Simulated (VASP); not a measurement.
CdSe:

```
CELL_PARAMETERS angstrom
0.00000 2.89299 2.89299
2.89299 0.00000 2.89299
2.89299 2.89299 0.00000
ATOMIC_POSITIONS crystal
Cd 0.00000 0.00000 0.00000
Se 0.50000 0.50000 0.50000
```

Base run:

```yaml
Program: VASP 6.6.1
Functional: LDA
Potentials_or_basis: VASP PAW LDA potentials, release 64 (Cd, Se)
Cutoff: 520 eV
k_mesh: 8 × 8 × 8
Occupations: fermi-dirac, width 0.05 eV
Spin: no spin polarisation
```

Its results: band gap on the k mesh zero (band 9 reaches 1.98 eV, above the bottom of band 10 at 1.35 eV); pressure -6.5 GPa.

Q: The run is repeated on the same cell with these changes: functional from LDA to PBE; potentials or basis from VASP PAW LDA potentials, release 64 (Cd, Se) to VASP PAW PBE potentials, release 64 (Cd, Se). What comes out?

A: Band gap on the k mesh zero (band 9 reaches 2.08 eV, above the bottom of band 10 at 1.64 eV); pressure -1.1 GPa.
